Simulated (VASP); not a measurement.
Write the native input for VASP 6.6.1 that does the following.

```
Task                   : single point
Functional             : PBEsol
Potentials or basis    : VASP PAW PBE potentials, release 64 (Al)
Cutoff                 : 500 eV
k mesh                 : 8 × 8 × 8
Occupations            : gaussian, width 0.1 eV
Spin                   : no spin polarisation
Dipole correction      : no
Further INCAR settings : ALGO = Normal; EDIFF = 1e-06; NBANDS = 8
```

The structure of Al lies in POSCAR:

```
Al
1.0
    0.0000000000      2.0194648500      2.0194648500
    2.0194648500      0.0000000000      2.0194648500
    2.0194648500      2.0194648500      0.0000000000
Al
1
Direct
    0.0000000000      0.0000000000      0.0000000000
```

The input as run:

INCAR

```
SYSTEM = Al
ALGO = Normal ; EDIFF = 1E-6
ENCUT = 500 ; GGA = PS
GGA_COMPAT = .False. ; ISIF = 2
ISMEAR = 0 ; LASPH = .True.
LCHARG = .False. ; LREAL = .False.
LWAVE = .False. ; NBANDS = 8
NELM = 120 ; PREC = Accurate
SIGMA = 0.1
```

KPOINTS

```
k-points
0
Gamma
  8 8 8
  0 0 0
```

Potentials or basis: VASP PAW PBE potentials, release 64 (Al).

The run is started by

```console
$ cat potpaw_PBE.64/Al/POTCAR > POTCAR
$ mpirun -np 1 vasp_std > vasp.out
```

Results of the run:

The pressure is -1.2 GPa.

Caveat: the PAW data sets were made with another functional, which shifts forces and pressure a little.

Run time: 4.3 s on 1 thread of Intel Xeon 8259CL, on a shared host, peak memory 0.13 GiB.
